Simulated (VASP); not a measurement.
# InAs (x) (F-43m) in VASP: single point with LDA

Aim: the single point of InAs (x) with LDA.

Program: VASP 6.6.1. These are calculated values, not measurements. Logs are shortened: lines on timing, memory, paths and dates and some standing lists are left out, and cuts for length are marked.

## Step 1: The cell of the first run

It takes space group F-43m (No. 216, cubic). Conventional cell: a = 6.107 Å, b = 6.107 Å, c = 6.107 Å, α = 90.00°, β = 90.00°, γ = 90.00°. Within 3.5 Å of In (site symmetry -43m) lie 4 As at 2.64 Å. Within 3.5 Å of As (site symmetry -43m) lie 4 In at 2.64 Å.

## Step 2: Single point, LDA

Contents of INCAR:

```
SYSTEM = InAs
  ALGO = Normal
  EDIFF = 1E-6
  ENCUT = 520
  GGA = CA
  ISIF = 2
  ISMEAR = 0
  LASPH = .True.
  LCHARG = .False.
  LREAL = .False.
  LWAVE = .False.
  NBANDS = 16
  NELM = 80
  PREC = Accurate
  SIGMA = 0.1
```

Contents of KPOINTS:

```
k-points
0
Gamma
  12 12 12
  0 0 0
```

Contents of POSCAR:

```
InAs
1.0
    0.0000000000      3.0535616600      3.0535616600
    3.0535616600      0.0000000000      3.0535616600
    3.0535616600      3.0535616600      0.0000000000
In As
1 1
Direct
    0.2500000000      0.2500000000      0.2500000000
    0.0000000000      0.0000000000      0.0000000000
```

Potentials or basis: VASP PAW LDA potentials, release 64 (In_d, As).

On the command line:

```bash
$ cat potpaw_LDA.64/In_d/POTCAR potpaw_LDA.64/As/POTCAR > POTCAR
$ mpirun -np 1 vasp_std > vasp.out
```

OUTCAR:

```text
SYSTEM = InAs
   EDIFF = 1E-6
   ENCUT = 520
   GGA = CA
   ISIF = 2
   ISMEAR = 0
   LASPH = .True.
   LREAL = .False.
   NELM = 80
   PREC = Accurate

 ion  position               nearest neighbor table
   1  0.250  0.250  0.250-   2 2.64   2 2.64   2 2.64   2 2.64
   2  0.000  0.000  0.000-   1 2.64   1 2.64   1 2.64   1 2.64

  LATTYP: Found a face centered cubic cell.
 ALAT       =     6.1071233200

  Lattice vectors:

 A1 = (   0.0000000000,   3.0535616600,   3.0535616600)
 A2 = (   3.0535616600,   0.0000000000,   3.0535616600)
 A3 = (   3.0535616600,   3.0535616600,   0.0000000000)

Analysis of symmetry for initial positions (statically):
=====================================================================
 Subroutine PRICEL returns:
 Original cell was already a primitive cell.

 Routine SETGRP: Setting up the symmetry group for a
 face centered cubic supercell.

 Subroutine GETGRP returns: Found 24 space group operations
 (whereof 24 operations were pure point group operations)
 out of a pool of 48 trial point group operations.

The static configuration has the point symmetry T_d .

Analysis of symmetry for dynamics (positions and initial velocities):
=====================================================================
 Subroutine PRICEL returns:
 Original cell was already a primitive cell.

 Routine SETGRP: Setting up the symmetry group for a
 face centered cubic supercell.

 Subroutine GETGRP returns: Found 24 space group operations
 (whereof 24 operations were pure point group operations)
 out of a pool of 48 trial point group operations.

The dynamic configuration has the point symmetry T_d .

 Subroutine INISYM returns: Found 24 space group operations
 (whereof 24 operations are pure point group operations),
 and found     1 'primitive' translations

----------------------------------------------------------------------------------------

                                     Primitive cell

  volume of cell :      56.9443

  direct lattice vectors                    reciprocal lattice vectors
     0.000000000  3.053561660  3.053561660    -0.163743214  0.163743214  0.163743214
     3.053561660  0.000000000  3.053561660     0.163743214 -0.163743214  0.163743214
     3.053561660  3.053561660  0.000000000     0.163743214  0.163743214 -0.163743214

  length of vectors
     4.318388313  4.318388313  4.318388313     0.283611566  0.283611566  0.283611566

  position of ions in fractional coordinates (direct lattice)
     0.250000000  0.250000000  0.250000000
     0.000000000  0.000000000  0.000000000

[... 77 lines left out ...]
   LREAL  =      F    real-space projection
   EDIFFG = 0.1E-04   stopping-criterion for IOM
   NSW    =      0    number of steps for IOM
   IBRION =     -1    ionic relax: 0-MD 1-quasi-New 2-CG
   NFREE  =      0    steps in history (QN), initial steepest desc. (CG)
   ISIF   =      2    stress and relaxation
   ISYM   =      2    0-nonsym 1-usesym 2-fastsym
   POTIM  = 0.5000    time-step for ionic-motion
   TEBEG  =    0.0;   TEEND  =   0.0 temperature during run
   PSTRESS=    0.0 pullay stress
   NELECT =      18.0000    total number of electrons
   NUPDOWN=      -1.0000    fix difference up-down
   EMIN   =  10.00;   EMAX   =-10.00  energy-range for DOS
   EFERMI =   0.00;   METHOD = LEGACY
   ISMEAR =     0;   SIGMA  =   0.10  broadening in eV -4-tet -1-fermi 0-gaus
   EFERMI_NEDOS =   21; number of points for ismear=-14 and -15
   IALGO  =     38    algorithm
   IMIX   =      4    mixing-type and parameters
     AMIX     =   0.40;   BMIX     =  1.00
     AMIX_MAG =   1.60;   BMIX_MAG =  1.00
  volume/ion in A,a.u.               =      28.47       192.14
  Fermi-wavevector in a.u.,A,eV,Ry     =   1.115190  2.107404 16.920877  1.243649
  Thomas-Fermi vector in A             =   2.251793
   LORBIT       =      0    0 simple, 1 ext, 2 COOP (PROOUT), +10 PAW based schemes
   GGA     = CA    functional components
   LHFCALC =     F    Hartree Fock is set to
   AEXX    =    0.0000 exact exchange contribution
   IVDW    =     0    specifies the selected vdW correction
   LEPSILON=     F    determine dielectric tensor
   LRPA    =     F    only Hartree local field effects (RPA)
 non-spin polarized calculation
 Gauss-broadening in eV      SIGMA  =   0.10
  energy-cutoff  :      520.00
  volume of cell :       56.94
 maximum number of plane-waves:      1552
   NGX = 17   NGY = 17   NGZ = 17

 number of electron      17.9999995 magnetization

 Free energy of the ion-electron system (eV)
  ---------------------------------------------------
  ext. energy  EPLUGINS =         0.00000000
  ---------------------------------------------------
  free energy    TOTEN  =        -9.01632608 eV

  energy without entropy =       -9.01617248  energy(sigma->0) =       -9.01624928

 E-fermi :   4.0981     XC(G=0):  -9.2864

 val. band max:        4.0370862800   @ k =   0.0000   0.0000   0.0000
 cond. band min:       4.6699942987   @ k =   0.0833   0.0000   0.0000
 fundamental gap:      0.6329080187
 Fermi energy:         4.0980561078

 k-point     1 :       0.0000    0.0000    0.0000
  band No.  band energies     occupation
      1     -10.2585      2.00000
      2     -10.2585      2.00000
      3     -10.2585      2.00000
      4     -10.1418      2.00000
      5     -10.1418      2.00000
      6      -7.6896      2.00000
[... 433 lines left out ...]
      3     -10.2185      2.00000
      4     -10.1414      2.00000
      5     -10.1363      2.00000
      6      -6.1582      2.00000
[... 8 lines left out ...]
     15      13.5980      0.00000
     16      13.9525      0.00000

 [... further k-points ...]

------------------------ aborting loop because EDIFF is reached ----------------------------------------

  FORCE on cell =-STRESS in cart. coord.  units (eV):
  Direction    XX          YY          ZZ          XY          YZ          ZX
  --------------------------------------------------------------------------------------
  -------------------------------------------------------------------------------------
  Total       -0.7378890     -0.7378890     -0.7378890      0.0000000      0.0000000     -0.0000000
  in kB      -20.7611576    -20.7611576    -20.7611576      0.0000000      0.0000000     -0.0000000
  external PRESSURE =     -20.7611576 kB  Pullay stress =       0.0000000 kB

 VOLUME and BASIS-vectors are now :
 -----------------------------------------------------------------------------
  energy-cutoff  :      520.00
  volume of cell :       56.94
      direct lattice vectors                 reciprocal lattice vectors
     0.000000000  3.053561660  3.053561660    -0.163743214  0.163743214  0.163743214
     3.053561660  0.000000000  3.053561660     0.163743214 -0.163743214  0.163743214
     3.053561660  3.053561660  0.000000000     0.163743214  0.163743214 -0.163743214

 POSITION                                       TOTAL-FORCE (eV/Angst)
 -----------------------------------------------------------------------------------
      1.52678      1.52678      1.52678        -0.000000     -0.000000     -0.000000
      0.00000      0.00000      0.00000         0.000000      0.000000      0.000000
 -----------------------------------------------------------------------------------
    total drift:                                0.000000      0.000000     -0.000000

  FREE ENERGIE OF THE ION-ELECTRON SYSTEM (eV)
  ---------------------------------------------------
  free  energy   TOTEN  =        -9.0163260754 eV

  energy  without entropy=       -9.0161724848  energy(sigma->0) =       -9.01624928
```

OSZICAR:

```text
N       E                     dE             d eps       ncg     rms          rms(c)
DAV:   1     0.105454859497E+03    0.10545E+03   -0.86707E+03  2320   0.125E+03
DAV:   2    -0.199493879787E+01   -0.10745E+03   -0.10304E+03  2440   0.297E+02
DAV:   3    -0.914143395025E+01   -0.71465E+01   -0.71121E+01  3048   0.735E+01
DAV:   4    -0.930998520268E+01   -0.16855E+00   -0.16850E+00  2672   0.128E+01
DAV:   5    -0.931762294089E+01   -0.76377E-02   -0.76375E-02  3536   0.248E+00    0.459E+00
DAV:   6    -0.905515594342E+01    0.26247E+00   -0.35892E-01  3656   0.998E+00    0.249E+00
DAV:   7    -0.901973825322E+01    0.35418E-01   -0.98947E-02  3256   0.271E+00    0.644E-01
DAV:   8    -0.901641809038E+01    0.33202E-02   -0.10814E-02  2840   0.118E+00    0.242E-01
DAV:   9    -0.901629893865E+01    0.11915E-03   -0.80925E-04  3032   0.249E-01    0.144E-01
DAV:  10    -0.901632503329E+01   -0.26095E-04   -0.10275E-04  3472   0.145E-01    0.731E-02
DAV:  11    -0.901632822430E+01   -0.31910E-05   -0.31187E-05  3032   0.106E-01    0.605E-02
DAV:  12    -0.901632605565E+01    0.21686E-05   -0.42433E-06  2848   0.271E-02    0.837E-03
DAV:  13    -0.901632607541E+01   -0.19757E-07   -0.61007E-07  1592   0.471E-03
   1 F= -.90163261E+01 E0= -.90162493E+01  d E =-.153591E-03
```

It took 78 s on 1 thread of AMD EPYC 7R43 (Zen 3), shared host; peak memory 0.16 GiB.

Results:

```
Free energy            : -9.0163 eV
Pressure               : -2.1 GPa
Band gap on the k mesh : zero (filled and empty bands touch)
```

Levels at points of the mesh, in eV from the Fermi level:
```
           k point  band 5  band 6  band 7  band 8  band 9  band 10  band 11  band 12  band 13  band 14
(0.00, 0.00, 0.00)  -14.24  -11.79   -0.61   -0.06   -0.06    -0.06     3.75     3.75     3.75     7.12
(0.50, 0.00, 0.00)  -14.23  -10.40   -5.75   -1.02   -1.02     0.68     4.53     4.53     6.59     8.63
(0.50, 0.50, 0.00)  -14.22   -9.89   -5.85   -2.31   -2.31     1.41     1.89     8.75     8.87     8.87
```

Caveat: spin-orbit coupling is left out, which moves the levels of the heavy elements.
